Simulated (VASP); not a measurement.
A run of VASP 6.6.1 is set up as follows.

INCAR

```
SYSTEM = Pb
PREC = Accurate ; ENCUT = 520
EDIFF = 1E-6 ; ISMEAR = 0
SIGMA = 0.15 ; LREAL = .False.
LASPH = .True. ; NELM = 60
ALGO = Fast ; ISIF = 2
LWAVE = .False. ; LCHARG = .False.
GGA = PE ; NBANDS = 13
```

File KPOINTS:

```
regular mesh
0
Gamma
  18 18 18
  0 0 0
```

The input POSCAR:

```
Pb
1.0
    0.0000000000      2.5036370814      2.4034915982
    2.5036370814      0.0000000000      2.4034915982
    2.5036370814      2.5036370814      0.0000000000
Pb
1
Direct
    0.0000000000      0.0000000000      0.0000000000
```

Potentials or basis: VASP PAW PBE potentials, release 64 (Pb_d).

Command:

```sh
$ cat potpaw_PBE.64/Pb_d/POTCAR > POTCAR
$ mpirun -np 1 vasp_std > vasp.out
```

Q: Predict the pressure.

A: 2.7 GPa.

Q: What does it give for the band gap on the k mesh?

A: Zero (bands 7 and 8 overlap by 9.06 eV).

Stress tensor (GPa, compression positive):
```
2.64 0.00 0.00
0.00 2.64 0.00
0.00 0.00 2.91
```

Caveat: spin-orbit coupling is left out, which moves the levels of the heavy elements.
